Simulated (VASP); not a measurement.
# TaN (P6_3mc) in VASP: single point with PBE+U

Aim: the single point of TaN with PBE+U.

Program: VASP 6.6.1. These are calculated values, not measurements. Logs are shortened: lines on timing, memory, paths and dates and some standing lists are left out, and cuts for length are marked.

## (1) The cell of the first run

It takes space group P6_3mc (No. 186, hexagonal). The conventional cell has a = 3.050 Å, b = 3.050 Å, c = 4.940 Å, α = 90.00°, β = 90.00°, γ = 120.00°. Within 2.5 Å of Ta (site symmetry 3m) lie 4 N at 1.85 to 1.90 Å. N (site symmetry 3m) has 4 Ta at 1.85 to 1.90 Å within 2.5 Å.

## (2) Single point, PBE+U, collinear spin, zero start

Input file INCAR:

```
ALGO     = Normal         # electronic algorithm
EDIFF    = 1E-6           # SCF threshold, eV
ENCUT    = 520            # plane-wave cutoff, eV
GGA      = PE             # functional
ISIF     = 2              # what is computed and relaxed
ISMEAR   = 0              # smearing method
ISPIN    = 2              # spin polarisation
LASPH    = T              # aspherical terms in the spheres
LCHARG   = F              # write CHGCAR
LDAU     = T              # DFT+U
LDAUJ    = 0 0          
LDAUL    = 2 -1           # shell
LDAUPRINT= 1            
LDAUTYPE = 2            
LDAUU    = 2 0            # U, eV
LMAXMIX  = 4              # l up to which the mixer works
LORBIT   = 11             # projections on sites
LREAL    = F              # projectors in reciprocal space
LWAVE    = F              # write WAVECAR
MAGMOM   = 0 0 0 0 0 0 0 0 # initial moments
NBANDS   = 46             # bands
NELM     = 150            # most SCF steps
PREC     = Accurate       # precision mode
SIGMA    = 0.05           # smearing width, eV
```

Input file KPOINTS:

```
k-points
0
Gamma
  7 7 4
```

Input file POSCAR:

```
TaN
1.0
    3.0500020400      0.0000000000      0.0000000000
   -3.0500020400      5.2827585000      0.0000000000
    0.0000000000      0.0000000000      4.9400015300
Ta N
4 4
Direct
    0.3333333333      0.3333333334      0.0000000000
    0.6666666667      0.1666666666      0.5000000000
    0.3333333333      0.8333333333      0.0000000000
    0.6666666667      0.6666666666      0.5000000000
    0.3333333333      0.3333333334      0.3850000000
    0.6666666667      0.1666666666      0.8850000000
    0.3333333333      0.8333333333      0.3850000000
    0.6666666667      0.6666666666      0.8850000000
```

Potentials or basis: VASP PAW PBE potentials, release 64 (Ta_pv, N).

Launch:

```sh
cat potpaw_PBE.64/Ta_pv/POTCAR potpaw_PBE.64/N/POTCAR > POTCAR
mpirun -np 1 vasp_std > vasp.out
```

OUTCAR:

```text
EDIFF = 1E-6
   ENCUT = 520
   GGA = PE
   ISIF = 2
   ISMEAR = 0
   ISPIN = 2
   LASPH = T
   LORBIT = 11
   LREAL = F
   NELM = 150
   PREC = Accurate

 ion  position               nearest neighbor table
   1  0.333  0.333  0.000-   6 1.85   8 1.85   6 1.85   5 1.90   2 3.03   2 3.03   4 3.03   4 3.03
                             2 3.03   2 3.03   3 3.05   3 3.05   3 3.05   3 3.05
   2  0.667  0.167  0.500-   5 1.85   7 1.85   5 1.85   6 1.90   1 3.03   1 3.03   3 3.03   3 3.03
                             1 3.03   1 3.03   4 3.05   4 3.05   4 3.05   4 3.05
   3  0.333  0.833  0.000-   8 1.85   8 1.85   6 1.85   7 1.90   4 3.03   4 3.03   4 3.03   4 3.03
                             2 3.03   2 3.03   1 3.05   1 3.05   1 3.05   1 3.05
   4  0.667  0.667  0.500-   7 1.85   5 1.85   7 1.85   8 1.90   3 3.03   3 3.03   1 3.03   1 3.03
                             3 3.03   3 3.03   2 3.05   2 3.05   2 3.05   2 3.05
   5  0.333  0.333  0.385-   2 1.85   4 1.85   2 1.85   1 1.90
   6  0.667  0.167  0.885-   1 1.85   3 1.85   1 1.85   2 1.90
   7  0.333  0.833  0.385-   4 1.85   4 1.85   2 1.85   3 1.90
   8  0.667  0.667  0.885-   3 1.85   1 1.85   3 1.85   4 1.90

  LATTYP: Found a simple orthorhombic cell.
 ALAT       =     3.0500020400
 B/A-ratio  =     1.6196715495
 C/A-ratio  =     1.7320508087

  Lattice vectors:

 A1 = (  -3.0500020400,   0.0000000000,   0.0000000000)
 A2 = (   0.0000000000,   0.0000000000,   4.9400015300)
 A3 = (   0.0000000000,   5.2827585000,   0.0000000000)

Analysis of symmetry for initial positions (statically):
=====================================================================
 Subroutine PRICEL returns following result:

  LATTYP: Found a hexagonal cell.
 ALAT       =     3.0500020400
 C/A-ratio  =     1.6196715495
[... 12 lines left out ...]
 Subroutine GETGRP returns: Found  4 space group operations
 (whereof  2 operations were pure point group operations)
 out of a pool of  8 trial point group operations.

The static configuration has the point symmetry C_1h.
 The point group associated with its full space group is C_2v.

Analysis of symmetry for dynamics (positions and initial velocities):
=====================================================================
 Subroutine PRICEL returns following result:

  LATTYP: Found a hexagonal cell.
 ALAT       =     3.0500020400
 C/A-ratio  =     1.6196715495
[... 12 lines left out ...]
 Subroutine GETGRP returns: Found  4 space group operations
 (whereof  2 operations were pure point group operations)
 out of a pool of  8 trial point group operations.

The dynamic configuration has the point symmetry C_1h.
 The point group associated with its full space group is C_2v.

Analysis of structural, dynamic, and magnetic symmetry:
=====================================================================
 Subroutine PRICEL returns following result:

  LATTYP: Found a hexagonal cell.
 ALAT       =     3.0500020400
 C/A-ratio  =     1.6196715495
[... 12 lines left out ...]
 Subroutine GETGRP returns: Found  4 space group operations
 (whereof  2 operations were pure point group operations)
 out of a pool of  8 trial point group operations.

The overall configuration has the point symmetry C_1h.
 The point group associated with its full space group is C_2v.

 Subroutine INISYM returns: Found  4 space group operations
 (whereof  2 operations are pure point group operations),
 and found     2 'primitive' translations

----------------------------------------------------------------------------------------

                                     Primitive cell

  volume of cell :      39.7977

  direct lattice vectors                    reciprocal lattice vectors
[... 103 lines left out ...]
   NUPDOWN=      -1.0000    fix difference up-down
   EMIN   =  10.00;   EMAX   =-10.00  energy-range for DOS
   EFERMI =   0.00;   METHOD = LEGACY
   ISMEAR =     0;   SIGMA  =   0.05  broadening in eV -4-tet -1-fermi 0-gaus
   EFERMI_NEDOS =   21; number of points for ismear=-14 and -15
   IALGO  =     38    algorithm
   IMIX   =      4    mixing-type and parameters
     AMIX     =   0.40;   BMIX     =  1.00
     AMIX_MAG =   1.60;   BMIX_MAG =  1.00
  volume/ion in A,a.u.               =       9.95        67.14
  Fermi-wavevector in a.u.,A,eV,Ry     =   1.522318  2.876765 31.530867  2.317453
  Thomas-Fermi vector in A             =   2.630914
   LORBIT       =     11    0 simple, 1 ext, 2 COOP (PROOUT), +10 PAW based schemes
 LDA+U is selected, type is set to LDAUTYPE =  2
   angular momentum for each species LDAUL =     2   -1
   U (eV)           for each species LDAUU =   2.0  0.0
   J (eV)           for each species LDAUJ =   0.0  0.0
   GGA     = PE    functional components
   LHFCALC =     F    Hartree Fock is set to
   AEXX    =    0.0000 exact exchange contribution
   IVDW    =     0    specifies the selected vdW correction
   LEPSILON=     F    determine dielectric tensor
   LRPA    =     F    only Hartree local field effects (RPA)
 spin polarized calculation
 Gauss-broadening in eV      SIGMA  =   0.05
  energy-cutoff  :      520.00
  volume of cell :       79.60
 maximum number of plane-waves:      2168
   NGX = 11   NGY = 23   NGZ = 19

 number of electron      64.0000001 magnetization       0.0000044

atom =   1  type =  1  l = 2

 onsite density matrix

spin component  1
[... 116 lines left out ...]
  o =  0.2277  v = -0.5527  0.0000  0.0000 -0.8334  0.0000  0.0000  0.0000  0.0000  0.0000  0.0000      0.0000  0.0000  0.0000  0.0000  0.0000  0.0000  0.0000  0.0000  0.0000  0.0000
  o =  0.2277  v =  0.0000  0.0000  0.0000  0.0000  0.0000 -0.5526  0.0000  0.0000 -0.8334  0.0000      0.0000  0.0000  0.0000  0.0000  0.0000  0.0000  0.0000  0.0000  0.0000  0.0000
  o =  0.2283  v =  0.0000  0.0000  0.0000  0.0000  0.0000  0.0000 -0.8355  0.0088 -0.0000 -0.5493      0.0000  0.0000  0.0000  0.0000  0.0000  0.0000  0.0000  0.0000  0.0000  0.0000
  o =  0.2283  v =  0.0000 -0.8355  0.0088 -0.0000 -0.5494  0.0000  0.0000  0.0000  0.0000  0.0000      0.0000  0.0000  0.0000  0.0000  0.0000  0.0000  0.0000  0.0000  0.0000  0.0000
  o =  0.3351  v =  0.0000  0.0000  0.0000  0.0000  0.0000  0.0000 -0.0229 -0.9996 -0.0000  0.0189      0.0000  0.0000  0.0000  0.0000  0.0000  0.0000  0.0000  0.0000  0.0000  0.0000
  o =  0.3351  v =  0.0000 -0.0230 -0.9996 -0.0000  0.0189  0.0000  0.0000  0.0000  0.0000  0.0000      0.0000  0.0000  0.0000  0.0000  0.0000  0.0000  0.0000  0.0000  0.0000  0.0000
  o =  0.3558  v =  0.0000 -0.5489  0.0284  0.0000  0.8354  0.0000  0.0000  0.0000  0.0000  0.0000      0.0000  0.0000  0.0000  0.0000  0.0000  0.0000  0.0000  0.0000  0.0000  0.0000
  o =  0.3558  v =  0.0000  0.0000  0.0000  0.0000  0.0000  0.0000 -0.5489  0.0284  0.0000  0.8354      0.0000  0.0000  0.0000  0.0000  0.0000  0.0000  0.0000  0.0000  0.0000  0.0000
  o =  0.3561  v = -0.8334  0.0000 -0.0000  0.5527 -0.0000  0.0000  0.0000  0.0000  0.0000  0.0000      0.0000  0.0000  0.0000  0.0000  0.0000  0.0000  0.0000  0.0000  0.0000  0.0000
  o =  0.3561  v =  0.0000  0.0000  0.0000  0.0000  0.0000 -0.8334  0.0000 -0.0000  0.5526 -0.0000      0.0000  0.0000  0.0000  0.0000  0.0000  0.0000  0.0000  0.0000  0.0000  0.0000

 number of electron      64.0000001 magnetization      -0.0000012

 Free energy of the ion-electron system (eV)
  ---------------------------------------------------
  ext. energy  EPLUGINS =         0.00000000
  ---------------------------------------------------
  free energy    TOTEN  =       -66.96907664 eV

  energy without entropy =      -66.96406479  energy(sigma->0) =      -66.96657072

 E-fermi :   9.9553     XC(G=0): -13.5534

 val. band max:        9.9439685803   @ k =   0.0000   0.1429   0.2500
 cond. band min:       9.9557230417   @ k =   0.0000   0.4286   0.2500
 fundamental gap:      0.0117544614
 Fermi energy:         9.9553164879

 spin component 1

 k-point     1 :       0.0000    0.0000    0.0000
  band No.  band energies     occupation
      1     -26.4569      1.00000
      2     -26.4297      1.00000
      3     -26.2349      1.00000
      4     -25.8477      1.00000
      5     -25.6365      1.00000
      6     -25.4297      1.00000
[... 2249 lines left out ...]
     43      15.8982      0.00000
     44      15.9144      0.00000

 [... further k-points ...]

 [bands above 44 left out]

------------------------ aborting loop because EDIFF is reached ----------------------------------------

  FORCE on cell =-STRESS in cart. coord.  units (eV):
  Direction    XX          YY          ZZ          XY          YZ          ZX
  --------------------------------------------------------------------------------------
  -------------------------------------------------------------------------------------
  Total       77.5989936     77.9906427     65.3815572      0.0000000      0.0000000      0.0000000
  in kB     1561.9916232   1569.8751353   1316.0666129      0.0000000      0.0000000      0.0000000
  external PRESSURE =    1482.6444571 kB  Pullay stress =       0.0000000 kB

 VOLUME and BASIS-vectors are now :
 -----------------------------------------------------------------------------
  energy-cutoff  :      520.00
  volume of cell :       79.60
      direct lattice vectors                 reciprocal lattice vectors
     3.050002040  0.000000000  0.000000000     0.327868633  0.189295043  0.000000000
    -3.050002040  5.282758500  0.000000000     0.000000000  0.189295043  0.000000000
     0.000000000  0.000000000  4.940001530     0.000000000  0.000000000  0.202429087

 POSITION                                       TOTAL-FORCE (eV/Angst)
 -----------------------------------------------------------------------------------
     -0.00000      1.76092      0.00000         0.000000      0.022819      2.292397
      1.52500      0.88046      2.47000        -0.000000     -0.022819      2.292397
     -1.52500      4.40230      0.00000         0.000000      0.022819      2.292397
      0.00000      3.52184      2.47000        -0.000000     -0.022819      2.292397
     -0.00000      1.76092      1.90190         0.000000      0.033027     -2.292397
      1.52500      0.88046      4.37190        -0.000000     -0.033027     -2.292397
     -1.52500      4.40230      1.90190         0.000000      0.033027     -2.292397
      0.00000      3.52184      4.37190        -0.000000     -0.033027     -2.292397
 -----------------------------------------------------------------------------------
    total drift:                               -0.000000      0.000001      0.000878

  FREE ENERGIE OF THE ION-ELECTRON SYSTEM (eV)
  ---------------------------------------------------
  free  energy   TOTEN  =       -66.9690766421 eV

  energy  without entropy=      -66.9640647892  energy(sigma->0) =      -66.96657072

 total charge

# of ion       s       p       d       tot
------------------------------------------
    1        0.410   6.418   2.934   9.762
    2        0.410   6.418   2.934   9.762
    3        0.410   6.418   2.934   9.762
    4        0.410   6.418   2.934   9.762
    5        1.299   2.771   0.000   4.070
    6        1.299   2.771   0.000   4.070
    7        1.299   2.771   0.000   4.070
    8        1.299   2.771   0.000   4.070
--------------------------------------------------
tot          6.835  36.755  11.737  55.326

 magnetization (x)

# of ion       s       p       d       tot
------------------------------------------
    1        0.000   0.000   0.000   0.000
    2        0.000   0.000   0.000   0.000
    3        0.000   0.000   0.000   0.000
    4        0.000   0.000   0.000   0.000
    5        0.000  -0.000   0.000  -0.000
    6        0.000  -0.000   0.000  -0.000
    7        0.000  -0.000   0.000  -0.000
    8        0.000  -0.000   0.000  -0.000
--------------------------------------------------
tot          0.000  -0.000   0.000   0.000
```

Run time: 4 min. Hardware: 1 thread of Intel Xeon Platinum 8488C (Sapphire Rapids), shared host; peak memory 0.39 GiB.

Results:

* Free energy: -66.9691 eV
* Pressure: 148.3 GPa
* Largest force: 2.293 eV/Å
* Band gap on the k mesh: zero (filled and empty bands overlap)
* Net moment: 0.00 μB per cell
* Valence electrons inside the program's atomic spheres: Ta 9.76; N 4.07

Forces on the atoms (eV/Å):
```
Ta   0.000  0.023  2.292
Ta   0.000 -0.023  2.292
Ta   0.000  0.023  2.292
Ta   0.000 -0.023  2.292
N    0.000  0.033 -2.292
N    0.000 -0.033 -2.292
N    0.000  0.033 -2.292
N    0.000 -0.033 -2.292
```

Levels at points of the mesh, in eV from the Fermi level:
Spin up:
```tsv
k point	band 28	band 29	band 30	band 31	band 32	band 33	band 34	band 35	band 36	band 37
(0.00, 0.00, 0.00)	-5.29	-2.49	-1.00	-0.63	-0.63	-0.48	0.38	1.59	2.05	2.10
(0.00, 0.00, 0.50)	-6.54	-0.54	-0.54	1.41	1.41	1.41	1.41	1.76	1.76	2.23
```
Spin down:
| k point | band 28 | band 29 | band 30 | band 31 | band 32 | band 33 | band 34 | band 35 | band 36 | band 37 |
| --- | --- | --- | --- | --- | --- | --- | --- | --- | --- | --- |
| (0.00, 0.00, 0.00) | -5.29 | -2.49 | -1.00 | -0.63 | -0.63 | -0.48 | 0.38 | 1.59 | 2.05 | 2.10 |
| (0.00, 0.00, 0.50) | -6.54 | -0.54 | -0.54 | 1.41 | 1.41 | 1.41 | 1.41 | 1.76 | 1.76 | 2.23 |

Eigenvalues of the final occupation matrices:
```tsv
site	spin	trace	eigenvalues
site 1 d	1	1.50	0.23 0.23 0.34 0.36 0.36
site 1 d	2	1.50	0.23 0.23 0.34 0.36 0.36
site 2 d	1	1.50	0.23 0.23 0.34 0.36 0.36
site 2 d	2	1.50	0.23 0.23 0.34 0.36 0.36
site 3 d	1	1.50	0.23 0.23 0.34 0.36 0.36
site 3 d	2	1.50	0.23 0.23 0.34 0.36 0.36
site 4 d	1	1.50	0.23 0.23 0.34 0.36 0.36
site 4 d	2	1.50	0.23 0.23 0.34 0.36 0.36
```

Caveat: the cell stands under pressure; spin-orbit coupling is left out, which moves the levels of the heavy elements; forces of over 1 eV/Å act on the atoms, so gaps and moduli don't describe the material at rest.
